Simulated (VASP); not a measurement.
# PbSe (P6_3mc) in VASP: settings compared

Aim: see how the results for PbSe move with the level of theory and the settings. Levels: PBE, LDA. Tasks: single point.

Program: VASP 6.6.1. These are calculated values, not measurements. Logs are shortened: lines on timing, memory, paths and dates and some standing lists are left out, and cuts for length are marked.

## Step 1: The cell of the first run

Symmetry: P6_3mc, No. 186, hexagonal system. The conventional cell has a = 5.174 Å, b = 5.174 Å, c = 6.215 Å, α = 90.00°, β = 90.00°, γ = 120.00°. Pb (site symmetry 3m) has 5 Se at 2.99 to 3.14 Å within 3.9 Å. Se (site symmetry 3m) has 5 Pb at 2.99 to 3.14 Å within 3.9 Å.

## Step 2: Single point, PBE

Contents of INCAR:

```
SYSTEM = PbSe
PREC = Accurate
ENCUT = 520
EDIFF = 1E-7
ISMEAR = -1
SIGMA = 0.02
LREAL = .False.
LASPH = .True.
NELM = 100
ALGO = Normal
ISIF = 2
LWAVE = .False.
LCHARG = .False.
GGA = PE
NBANDS = 28
```

Contents of KPOINTS:

```
Automatic mesh
0
Gamma
  6 6 4
  0 0 0
```

Contents of POSCAR:

```
PbSe
1.0
    5.1741442875      0.0000000001      0.0000000000
   -2.5870721438      4.4809403958      0.0000000000
    0.0000000000      0.0000000000      6.2147753187
Pb Se
2 2
Direct
    0.3333333333      0.6666666667     -0.0648967816
    0.6666666667      0.3333333333      0.4351032184
    0.3333333333      0.6666666667      0.4398967816
    0.6666666667      0.3333333333      0.9398967816
```

Potentials or basis: VASP PAW PBE potentials, release 64 (Pb_d, Se).

Launch:

```console
cat potpaw_PBE.64/Pb_d/POTCAR potpaw_PBE.64/Se/POTCAR > POTCAR
mpirun -np 1 vasp_std > vasp.out
```

OUTCAR:

```text
SYSTEM = PbSe
   PREC = Accurate
   ENCUT = 520
   EDIFF = 1E-7
   ISMEAR = -1
   LREAL = .False.
   LASPH = .True.
   NELM = 100
   ISIF = 2
   GGA = PE

 ion  position               nearest neighbor table
   1  0.333  0.667  0.935-   4 2.99   4 2.99   4 2.99   3 3.08   3 3.14
   2  0.667  0.333  0.435-   3 2.99   3 2.99   3 2.99   4 3.08   4 3.14
   3  0.333  0.667  0.440-   2 2.99   2 2.99   2 2.99   1 3.08   1 3.14
   4  0.667  0.333  0.940-   1 2.99   1 2.99   1 2.99   2 3.08   2 3.14

  LATTYP: Found a hexagonal cell.
 ALAT       =     5.1741442875
 C/A-ratio  =     1.2011213784

  Lattice vectors:

 A1 = (   5.1741442875,   0.0000000001,   0.0000000000)
 A2 = (  -2.5870721438,   4.4809403958,   0.0000000000)
 A3 = (   0.0000000000,   0.0000000000,   6.2147753187)

Analysis of symmetry for initial positions (statically):
=====================================================================
 Subroutine PRICEL returns:
 Original cell was already a primitive cell.

 Routine SETGRP: Setting up the symmetry group for a
 hexagonal supercell.

 Subroutine GETGRP returns: Found 12 space group operations
 (whereof  6 operations were pure point group operations)
 out of a pool of 24 trial point group operations.

The static configuration has the point symmetry C_3v.
 The point group associated with its full space group is C_6v.

Analysis of symmetry for dynamics (positions and initial velocities):
=====================================================================
 Subroutine PRICEL returns:
 Original cell was already a primitive cell.

 Routine SETGRP: Setting up the symmetry group for a
 hexagonal supercell.

 Subroutine GETGRP returns: Found 12 space group operations
 (whereof  6 operations were pure point group operations)
 out of a pool of 24 trial point group operations.

The dynamic configuration has the point symmetry C_3v.
 The point group associated with its full space group is C_6v.

 Subroutine INISYM returns: Found 12 space group operations
 (whereof  6 operations are pure point group operations),
 and found     1 'primitive' translations

----------------------------------------------------------------------------------------

                                     Primitive cell

  volume of cell :     144.0898

  direct lattice vectors                    reciprocal lattice vectors
     5.174144287  0.000000000  0.000000000     0.193268673  0.111583720  0.000000000
    -2.587072144  4.480940396  0.000000000    -0.000000000  0.223167441  0.000000000
     0.000000000  0.000000000  6.214775319     0.000000000  0.000000000  0.160906863

  length of vectors
     5.174144287  5.174144288  6.214775319     0.223167441  0.223167441  0.160906863

  position of ions in fractional coordinates (direct lattice)
     0.333333333  0.666666667  0.935103218
     0.666666667  0.333333333  0.435103218
     0.333333333  0.666666667  0.439896782
     0.666666667  0.333333333  0.939896782

  ion indices of the primitive-cell ions
   primitive index   ion index
                 1           1
                 2           2
                 3           3
                 4           4

----------------------------------------------------------------------------------------

 KPOINTS: Automatic mesh

Automatic generation of k-mesh.
 Grid dimensions read from file:
 generate k-points for:    6    6    4

 Generating k-lattice:

  Cartesian coordinates                     Fractional coordinates (reciprocal lattice)
     0.032211445  0.018597287  0.000000000     0.166666667 -0.000000000  0.000000000
    -0.000000000  0.037194573  0.000000000     0.000000000  0.166666667  0.000000000
     0.000000000  0.000000000  0.040226716     0.000000000  0.000000000  0.250000000

  Length of vectors
     0.037194573  0.037194573  0.040226716

  Shift w.r.t. Gamma in fractional coordinates (k-lattice)
     0.000000000  0.000000000  0.000000000

 Subroutine IBZKPT returns following result:
 ===========================================

 Found     21 irreducible k-points:

 Following reciprocal coordinates:
            Coordinates               Weight
  0.000000  0.000000  0.000000      1.000000
  0.166667 -0.000000  0.000000      6.000000
  0.333333  0.000000  0.000000      6.000000
  0.500000  0.000000  0.000000      3.000000
  0.166667  0.166667  0.000000      6.000000
  0.333333  0.166667  0.000000     12.000000
[... 13 lines left out ...]
  0.333333  0.166667  0.500000     12.000000
  0.333333  0.333333  0.500000      2.000000
   k-points           NKPTS =     21   k-points in BZ     NKDIM =     21   number of bands    NBANDS=     28
   number of dos      NEDOS =    301   number of ions     NIONS =      4
   total plane-waves  NPLWV =  76800
   dimension x,y,z NGX =    40 NGY =   40 NGZ =   48
   dimension x,y,z NGXF=    80 NGYF=   80 NGZF=   96
   ions per type =               2   2
   NGX,Y,Z   is equivalent  to a cutoff of  12.85, 12.85, 12.84 a.u.
   NGXF,Y,Z  is equivalent  to a cutoff of  25.70, 25.70, 25.68 a.u.
 SYSTEM =  PbSe
   PREC   = accura    normal or accurate (medium, high low for compatibility)
   ISTART =      0    job   : 0-new  1-cont  2-samecut
   ICHARG =      2    charge: 1-file 2-atom 10-const
   ISPIN  =      1    spin polarized calculation?
   LNONCOLLINEAR =      F non collinear calculations
   LSORBIT =      F    spin-orbit coupling
   LASPH  =      T    aspherical Exc in radial PAW
   ENCUT  =  520.0 eV  38.22 Ry    6.18 a.u.   9.62  9.62 11.56*2*pi/ulx,y,z
   NELM   =    100;   NELMIN=  2; NELMDL= -5     # of ELM steps
   EDIFF  = 0.1E-06   stopping-criterion for ELM
   LREAL  =      F    real-space projection
   EDIFFG = 0.1E-05   stopping-criterion for IOM
   NSW    =      0    number of steps for IOM
   IBRION =     -1    ionic relax: 0-MD 1-quasi-New 2-CG
   NFREE  =      0    steps in history (QN), initial steepest desc. (CG)
   ISIF   =      2    stress and relaxation
   ISYM   =      2    0-nonsym 1-usesym 2-fastsym
   POTIM  = 0.5000    time-step for ionic-motion
   TEBEG  =    0.0;   TEEND  =   0.0 temperature during run
   PSTRESS=    0.0 pullay stress
   NELECT =      40.0000    total number of electrons
   NUPDOWN=      -1.0000    fix difference up-down
   EMIN   =  10.00;   EMAX   =-10.00  energy-range for DOS
   EFERMI =   0.00;   METHOD = LEGACY
   ISMEAR =    -1;   SIGMA  =   0.02  broadening in eV -4-tet -1-fermi 0-gaus
   EFERMI_NEDOS =   21; number of points for ismear=-14 and -15
   IALGO  =     38    algorithm
   IMIX   =      4    mixing-type and parameters
     AMIX     =   0.40;   BMIX     =  1.00
     AMIX_MAG =   1.60;   BMIX_MAG =  1.00
  volume/ion in A,a.u.               =      36.02       243.09
  Fermi-wavevector in a.u.,A,eV,Ry     =   1.067949  2.018131 15.517645  1.140515
  Thomas-Fermi vector in A             =   2.203582
   LORBIT       =      0    0 simple, 1 ext, 2 COOP (PROOUT), +10 PAW based schemes
   GGA     = PE    functional components
   LHFCALC =     F    Hartree Fock is set to
   AEXX    =    0.0000 exact exchange contribution
   IVDW    =     0    specifies the selected vdW correction
   LEPSILON=     F    determine dielectric tensor
   LRPA    =     F    only Hartree local field effects (RPA)
 non-spin polarized calculation
  energy-cutoff  :      520.00
  volume of cell :      144.09
 maximum number of plane-waves:      3912
 NGX is ok and might be reduce to    40
   NGX = 19   NGY = 19   NGZ = 23

 number of electron      40.0000003 magnetization

 Free energy of the ion-electron system (eV)
  ---------------------------------------------------
  ext. energy  EPLUGINS =         0.00000000
  ---------------------------------------------------
  free energy    TOTEN  =       -16.07358321 eV

  energy without entropy =      -16.07358321  energy(sigma->0) =      -16.07358321

 E-fermi :   3.5103     XC(G=0):  -8.2154

 val. band max:        3.0843197037   @ k =   0.3333   0.3333   0.5000
 cond. band min:       4.2492819958   @ k =   0.3333   0.3333   0.5000
 fundamental gap:      1.1649622921
 Fermi energy:         3.5103135577

 k-point     1 :       0.0000    0.0000    0.0000
  band No.  band energies     occupation
      1     -13.7596      2.00000
      2     -13.6821      2.00000
      3     -13.6821      2.00000
      4     -13.6815      2.00000
      5     -13.6815      2.00000
      6     -13.6770      2.00000
[... 20 lines left out ...]
     27       8.8910      0.00000
     28       9.4658      0.00000

 k-point     2 :       0.1667   -0.0000    0.0000
  band No.  band energies     occupation
      1     -13.7581      2.00000
      2     -13.6896      2.00000
      3     -13.6817      2.00000
      4     -13.6786      2.00000
      5     -13.6784      2.00000
      6     -13.6770      2.00000
[... 20 lines left out ...]
     27       8.7985      0.00000
     28       9.1373      0.00000

 k-point     3 :       0.3333    0.0000    0.0000
  band No.  band energies     occupation
      1     -13.7535      2.00000
      2     -13.7051      2.00000
      3     -13.6810      2.00000
      4     -13.6786      2.00000
      5     -13.6742      2.00000
      6     -13.6709      2.00000
[... 20 lines left out ...]
     27       8.7347      0.00000
     28       9.4639      0.00000

 k-point     4 :       0.5000    0.0000    0.0000
  band No.  band energies     occupation
      1     -13.7497      2.00000
      2     -13.7141      2.00000
      3     -13.6822      2.00000
      4     -13.6769      2.00000
      5     -13.6729      2.00000
      6     -13.6679      2.00000
[... 485 lines left out ...]
     27      10.2245      0.00000
     28      10.2245      0.00000

 k-point    20 :       0.3333    0.1667    0.5000
  band No.  band energies     occupation
      1     -13.7035      2.00000
      2     -13.7035      2.00000
      3     -13.6833      2.00000
      4     -13.6833      2.00000
      5     -13.6781      2.00000
      6     -13.6781      2.00000
[... 20 lines left out ...]
     27       9.6218      0.00000
     28       9.6218      0.00000

 k-point    21 :       0.3333    0.3333    0.5000
  band No.  band energies     occupation
      1     -13.7009      2.00000
      2     -13.7009      2.00000
      3     -13.6859      2.00000
      4     -13.6859      2.00000
      5     -13.6761      2.00000
      6     -13.6761      2.00000
[... 20 lines left out ...]
     27       9.4805      0.00000
     28       9.4805      0.00000

------------------------ aborting loop because EDIFF is reached ----------------------------------------

  FORCE on cell =-STRESS in cart. coord.  units (eV):
  Direction    XX          YY          ZZ          XY          YZ          ZX
  --------------------------------------------------------------------------------------
  -------------------------------------------------------------------------------------
  Total        0.6576333      0.6576333      0.7922772      0.0000000      0.0000000      0.0000000
  in kB        7.3124218      7.3124218      8.8095675      0.0000000      0.0000000      0.0000000
  external PRESSURE =       7.8114704 kB  Pullay stress =       0.0000000 kB

 VOLUME and BASIS-vectors are now :
 -----------------------------------------------------------------------------
  energy-cutoff  :      520.00
  volume of cell :      144.09
      direct lattice vectors                 reciprocal lattice vectors
     5.174144287  0.000000000  0.000000000     0.193268673  0.111583720  0.000000000
    -2.587072144  4.480940396  0.000000000    -0.000000000  0.223167441  0.000000000
     0.000000000  0.000000000  6.214775319     0.000000000  0.000000000  0.160906863

 POSITION                                       TOTAL-FORCE (eV/Angst)
 -----------------------------------------------------------------------------------
     -0.00000      2.98729      5.81146         0.000000     -0.000000      0.007966
      2.58707      1.49365      2.70407        -0.000000      0.000000      0.007966
     -0.00000      2.98729      2.73386         0.000000      0.000000     -0.007966
      2.58707      1.49365      5.84125        -0.000000     -0.000000     -0.007966
 -----------------------------------------------------------------------------------
    total drift:                               -0.000000      0.000000     -0.001065

  FREE ENERGIE OF THE ION-ELECTRON SYSTEM (eV)
  ---------------------------------------------------
  free  energy   TOTEN  =       -16.0735832075 eV

  energy  without entropy=      -16.0735832075  energy(sigma->0) =      -16.07358321
```

Wall time 50 s (1 thread of AMD EPYC 9R45 (Zen 5), shared host); peak memory 0.26 GiB.

Results:

```
Free energy            : -16.0736 eV
Pressure               : 0.8 GPa
Largest force          : 0.008 eV/Å
Band gap on the k mesh : 1.17 eV, direct
```

Forces on the atoms (eV/Å):
```
Pb   0.000  0.000  0.008
Pb   0.000  0.000  0.008
Se   0.000  0.000 -0.008
Se   0.000  0.000 -0.008
```

Stress tensor (GPa, compression positive):
```
0.73 0.00 0.00
0.00 0.73 0.00
0.00 0.00 0.88
```

Caveat: spin-orbit coupling is left out, which moves the levels of the heavy elements. A k mesh can miss the band edges.

## Step 3: Single point, LDA

Contents of INCAR:

```
SYSTEM = PbSe
PREC     = Accurate       ! precision mode
ENCUT    = 520            ! plane-wave cutoff, eV
EDIFF    = 1E-6           ! SCF threshold, eV
ISMEAR   = 0              ! smearing method
SIGMA    = 0.01           ! smearing width, eV
LREAL    = .False.        ! projectors in reciprocal space
LASPH    = .True.         ! aspherical terms in the spheres
NELM     = 100            ! most SCF steps
ALGO     = Normal         ! electronic algorithm
ISIF     = 2              ! what is computed and relaxed
LWAVE    = .False.        ! write WAVECAR
LCHARG   = .True.         ! write CHGCAR
GGA      = CA             ! functional
LELF     = .True.         ! ELF
LVHAR    = .True.       
NBANDS   = 28             ! bands
```

Contents of KPOINTS:

```
regular mesh
0
Gamma
  6 6 4
  0 0 0
```

POSCAR is that of step 2.

Potentials or basis: VASP PAW LDA potentials, release 64 (Pb_d, Se).

Launch:

```console
cat potpaw_LDA.64/Pb_d/POTCAR potpaw_LDA.64/Se/POTCAR > POTCAR
mpirun -np 1 vasp_std > vasp.out
```

Run time: 44 s. Hardware: 1 thread of AMD EPYC 9R45 (Zen 5), shared host; peak memory 0.22 GiB.

The run converged. Its results:

| Property | Result |
| --- | --- |
| Free energy | -18.2643 eV |
| Pressure | -2.4 GPa |
| Largest force | 0.003 eV/Å |
| Band gap on the k mesh | 1.03 eV, direct |

Forces in eV/Å, atoms in the order of the input:
```
Pb   0.000  0.000 -0.003
Pb   0.000  0.000 -0.003
Se   0.000  0.000  0.003
Se   0.000  0.000  0.003
```

Stress tensor (GPa, compression positive):
```
-2.35  0.00  0.00
 0.00 -2.35  0.00
 0.00  0.00 -2.49
```

Levels at points of the mesh, in eV from the valence-band top:
```
           k point  band 17  band 18  band 19  band 20  band 21  band 22  band 23  band 24
(0.00, 0.00, 0.00)    -2.91    -1.69    -1.68    -1.68     1.65     1.65     3.13     3.13
(0.50, 0.00, 0.00)    -2.73    -2.12    -2.09    -0.64     2.54     3.10     3.95     4.03
(0.00, 0.00, 0.50)    -2.32    -2.32    -1.31    -1.31     2.05     2.05     2.05     2.05
(0.50, 0.00, 0.50)    -1.74    -1.74    -0.67    -0.67     1.28     1.28     2.86     2.86
```

Caveat: spin-orbit coupling is left out, which moves the levels of the heavy elements. A k mesh can miss the band edges.
